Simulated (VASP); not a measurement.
Write the native input for VASP 6.6.1 that does the following.

```yaml
Task: single point
Functional: PBE
Potentials_or_basis: VASP PAW PBE potentials, release 64 (Li_sv, Sc_sv, B, H)
Cutoff: 520 eV
k_mesh: 6 × 6 × 6
Occupations: gaussian, width 0.1 eV
Spin: no spin polarisation
Dipole_correction: no
Further_INCAR_settings: ALGO = Normal; EDIFF = 1e-06; NBANDS = 20
```

The structure of LiScBH4 lies in POSCAR:

```
LiScBH4
1.0
    0.0000000000      3.4465315465      3.4465315465
    3.4465315465      0.0000000000      3.4465315465
    3.4465315465      3.4465315465      0.0000000000
Li Sc B H
1 1 1 4
Direct
    0.0000000000      0.0000000000      0.0000000000
    0.2500000000      0.2500000000      0.2500000000
    0.7500000000      0.7500000000      0.7500000000
    0.8538109022      0.8538109022      0.4385672934
    0.4385672934      0.8538109022      0.8538109022
    0.8538109022      0.8538109022      0.8538109022
    0.8538109022      0.4385672934      0.8538109022
```

The input as run:

INCAR

```
SYSTEM = LiScBH4
PREC = Accurate ; ENCUT = 520
EDIFF = 1E-6 ; ISMEAR = 0
SIGMA = 0.1 ; LREAL = .False.
LASPH = .True. ; NELM = 100
ALGO = Normal ; ISIF = 2
LWAVE = .False. ; LCHARG = .False.
GGA = PE ; NBANDS = 20
```

KPOINTS

```
Automatic mesh
0
Gamma
  6 6 6
  0 0 0
```

Potentials or basis: VASP PAW PBE potentials, release 64 (Li_sv, Sc_sv, B, H).

Launch:

```console
$ cat potpaw_PBE.64/Li_sv/POTCAR potpaw_PBE.64/Sc_sv/POTCAR potpaw_PBE.64/B/POTCAR potpaw_PBE.64/H/POTCAR > POTCAR
$ mpirun -np 1 vasp_std > vasp.out
```

Results of the run:

```
Largest force : 0.016 eV/Å
```

Wall time 110 s on 1 thread of AMD EPYC 7R13, on a shared host, peak memory 0.18 GiB.
